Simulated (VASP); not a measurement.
# Hf (P6_3/mmc) in VASP: notebook, part 2 of 2

VASP 6.6.1. The steps go on from the part before.

**3. Single point, PBE**

This run uses another cell than the first one, of 20.74 Å³/atom.

INCAR

```
PREC = Accurate ; ENCUT = 500
EDIFF = 1E-6 ; ISMEAR = 0
SIGMA = 0.15 ; LREAL = False
LASPH = True ; NELM = 120
ALGO = Normal ; ISIF = 2
LWAVE = False ; LCHARG = True
GGA = PE ; LELF = True
LVHAR = True ; NBANDS = 17
GGA_COMPAT = False
```

KPOINTS

```
regular mesh
0
Gamma
  18 18 10
```

POSCAR

```
Hf
1.0
    3.2048170381      0.0000000000      0.0000000000
   -1.6024085190      2.7754529695      0.0000000000
    0.0000000000      0.0000000000      4.6623000000
Hf
2
Direct
    0.3333333333      0.6666666667      0.2500000000
    0.6666666667      0.3333333333      0.7500000000
```

Potentials or basis: VASP PAW PBE potentials, release 64 (Hf_pv).

Started as:

```bash
cat potpaw_PBE.64/Hf_pv/POTCAR > POTCAR
mpirun -np 1 vasp_std > vasp.out
```

OUTCAR:

```text
PREC = Accurate
   ENCUT = 500
   EDIFF = 1E-6
   ISMEAR = 0
   LREAL = False
   LASPH = True
   NELM = 120
   ISIF = 2
   GGA = PE

 ion  position               nearest neighbor table
   1  0.333  0.667  0.250-   2 2.98   2 2.98   2 2.98   2 2.98   2 2.98   2 2.98
   2  0.667  0.333  0.750-   1 2.98   1 2.98   1 2.98   1 2.98   1 2.98   1 2.98

  LATTYP: Found a hexagonal cell.
 ALAT       =     3.2048170381
 C/A-ratio  =     1.4547788359

  Lattice vectors:

 A1 = (   3.2048170381,   0.0000000000,   0.0000000000)
 A2 = (  -1.6024085190,   2.7754529695,   0.0000000000)
 A3 = (   0.0000000000,   0.0000000000,   4.6623000000)

Analysis of symmetry for initial positions (statically):
=====================================================================
 Subroutine PRICEL returns:
 Original cell was already a primitive cell.

 Routine SETGRP: Setting up the symmetry group for a
 hexagonal supercell.

 Subroutine GETGRP returns: Found 24 space group operations
 (whereof 12 operations were pure point group operations)
 out of a pool of 24 trial point group operations.

The static configuration has the point symmetry D_3d.
 The point group associated with its full space group is D_6h.

Analysis of symmetry for dynamics (positions and initial velocities):
=====================================================================
 Subroutine PRICEL returns:
 Original cell was already a primitive cell.

 Routine SETGRP: Setting up the symmetry group for a
 hexagonal supercell.

 Subroutine GETGRP returns: Found 24 space group operations
 (whereof 12 operations were pure point group operations)
 out of a pool of 24 trial point group operations.

The dynamic configuration has the point symmetry D_3d.
 The point group associated with its full space group is D_6h.

 Subroutine INISYM returns: Found 24 space group operations
 (whereof 12 operations are pure point group operations),
 and found     1 'primitive' translations

[... 111 lines left out ...]
   IALGO  =     38    algorithm
   IMIX   =      4    mixing-type and parameters
     AMIX     =   0.40;   BMIX     =  1.00
     AMIX_MAG =   1.60;   BMIX_MAG =  1.00
  volume/ion in A,a.u.               =      20.74       139.93
  Fermi-wavevector in a.u.,A,eV,Ry     =   1.283825  2.426077 22.425201  1.648206
  Thomas-Fermi vector in A             =   2.416055
   LORBIT       =      0    0 simple, 1 ext, 2 COOP (PROOUT), +10 PAW based schemes
   GGA     = PE    functional components
   LHFCALC =     F    Hartree Fock is set to
   AEXX    =    0.0000 exact exchange contribution
   IVDW    =     0    specifies the selected vdW correction
   LEPSILON=     F    determine dielectric tensor
   LRPA    =     F    only Hartree local field effects (RPA)
 non-spin polarized calculation
 Gauss-broadening in eV      SIGMA  =   0.15
  energy-cutoff  :      500.00
  volume of cell :       41.47
 maximum number of plane-waves:      1068
 NGX is ok and might be reduce to    24
   NGX = 11   NGY = 11   NGZ = 17

 number of electron      20.0000007 magnetization

 Free energy of the ion-electron system (eV)
  ---------------------------------------------------
  ext. energy  EPLUGINS =         0.00000000
  ---------------------------------------------------
  free energy    TOTEN  =       -19.66559170 eV

  energy without entropy =      -19.65233783  energy(sigma->0) =      -19.65896477

 E-fermi :   5.4900     XC(G=0): -11.6294

 val. band max:        5.4727355017   @ k =   0.2222   0.2222   0.5000
 cond. band min:       5.4931733687   @ k =   0.3333   0.2778   0.4000
 fundamental gap:      0.0204378670
 Fermi energy:         5.4899683043

 k-point     1 :       0.0000    0.0000    0.0000
  band No.  band energies     occupation
      1     -25.7144      2.00000
      2     -24.7647      2.00000
      3     -24.7647      2.00000
      4     -24.5215      2.00000
      5     -24.5215      2.00000
      6     -24.4268      2.00000
[... 457 lines left out ...]
      4     -24.9808      2.00000
      5     -24.7991      2.00000
      6     -24.6203      2.00000
[... 9 lines left out ...]
     16      12.3406      0.00000
     17      12.7865      0.00000

 [... further k-points ...]

------------------------ aborting loop because EDIFF is reached ----------------------------------------

  FORCE on cell =-STRESS in cart. coord.  units (eV):
  Direction    XX          YY          ZZ          XY          YZ          ZX
  --------------------------------------------------------------------------------------
  -------------------------------------------------------------------------------------
  Total        1.6557470      1.6557470      4.8592859      0.0000000      0.0000000      0.0000000
  in kB       63.9686552     63.9686552    187.7351969      0.0000000      0.0000000      0.0000000
  external PRESSURE =     105.2241691 kB  Pullay stress =       0.0000000 kB

 VOLUME and BASIS-vectors are now :
 -----------------------------------------------------------------------------
  energy-cutoff  :      500.00
  volume of cell :       41.47
      direct lattice vectors                 reciprocal lattice vectors
     3.204817038  0.000000000  0.000000000     0.312030293  0.180150774  0.000000000
    -1.602408519  2.775452969  0.000000000     0.000000000  0.360301548  0.000000000
     0.000000000  0.000000000  4.662300000     0.000000000  0.000000000  0.214486412

 POSITION                                       TOTAL-FORCE (eV/Angst)
 -----------------------------------------------------------------------------------
     -0.00000      1.85030      1.16558         0.000000     -0.000000      0.000000
      1.60241      0.92515      3.49673        -0.000000      0.000000      0.000000
 -----------------------------------------------------------------------------------
    total drift:                               -0.000000      0.000000     -0.000000

  FREE ENERGIE OF THE ION-ELECTRON SYSTEM (eV)
  ---------------------------------------------------
  free  energy   TOTEN  =       -19.6655916977 eV

  energy  without entropy=      -19.6523378330  energy(sigma->0) =      -19.65896477
```

OSZICAR:

```text
N       E                     dE             d eps       ncg     rms          rms(c)
DAV:   1     0.512332604740E+02    0.51233E+02   -0.11245E+04  7572   0.110E+03
DAV:   2    -0.184703984218E+02   -0.69704E+02   -0.67841E+02  9867   0.249E+02
DAV:   3    -0.202924720525E+02   -0.18221E+01   -0.18090E+01  9442   0.273E+01
DAV:   4    -0.203059406276E+02   -0.13469E-01   -0.13462E-01  9738   0.281E+00
DAV:   5    -0.203060637202E+02   -0.12309E-03   -0.12308E-03  9515   0.238E-01    0.686E+01
DAV:   6    -0.198400606228E+02    0.46600E+00   -0.41385E-01  8722   0.425E+00    0.408E+01
DAV:   7    -0.196745910138E+02    0.16547E+00   -0.70640E-01  9104   0.534E+00    0.194E+00
DAV:   8    -0.196655034968E+02    0.90875E-02   -0.46495E-02  8658   0.142E+00    0.232E-01
DAV:   9    -0.196656020338E+02   -0.98537E-04   -0.10341E-03 10305   0.227E-01    0.183E-01
DAV:  10    -0.196655890725E+02    0.12961E-04   -0.65910E-05  8606   0.538E-02    0.219E-01
DAV:  11    -0.196655916460E+02   -0.25735E-05   -0.79407E-06  9268   0.193E-02    0.753E-03
DAV:  12    -0.196655916977E+02   -0.51771E-07   -0.47854E-07  5240   0.464E-03
   1 F= -.19665592E+02 E0= -.19658965E+02  d E =-.132539E-01
```

stdout:

```text
POSCAR found type information on POSCAR Hf
 POSCAR found :  1 types and       2 ions
 scaLAPACK will be used
 LDA part: xc-table for (Slater+PW92), standard interpolation
 POSCAR, INCAR and KPOINTS ok, starting setup
 FFT: planning ... GRIDC
 FFT: planning ... GRID_SOFT
 FFT: planning ... GRID
 WAVECAR not read
 entering main loop
```

Wall time 1.8 min (1 thread of Intel Xeon Platinum 8259CL at 2.50GHz (Skylake/Cascade Lake), shared host); peak memory 0.25 GiB.

What came out:

```
Free energy            : -19.6656 eV
Pressure               : 10.5 GPa
Band gap on the k mesh : zero (bands 10 and 11 overlap by 1.49 eV)
```

Levels at points of the mesh, in eV from the Fermi level:
| k point | band 6 | band 7 | band 8 | band 9 | band 10 | band 11 | band 12 | band 13 | band 14 | band 15 |
| --- | --- | --- | --- | --- | --- | --- | --- | --- | --- | --- |
| (0.00, 0.00, 0.00) | -29.92 | -7.65 | -3.86 | 0.93 | 0.93 | 1.72 | 2.07 | 2.07 | 2.09 | 2.09 |
| (0.50, 0.00, 0.00) | -30.07 | -3.60 | -3.12 | -2.32 | -1.01 | 0.17 | 1.50 | 2.32 | 5.70 | 6.52 |
| (0.00, 0.00, 0.50) | -30.13 | -5.27 | -5.27 | 0.54 | 0.54 | 0.61 | 0.61 | 0.61 | 0.61 | 5.26 |
| (0.50, 0.00, 0.50) | -30.17 | -3.65 | -3.65 | -0.89 | -0.89 | 1.39 | 1.39 | 2.39 | 2.39 | 6.18 |

Caveat: the stress differs along the axes, from 6 to 19 GPa; spin-orbit coupling is left out, which moves the levels of the heavy elements.

The gap in the log of VASP goes by the Fermi energy; the results here count the filled bands.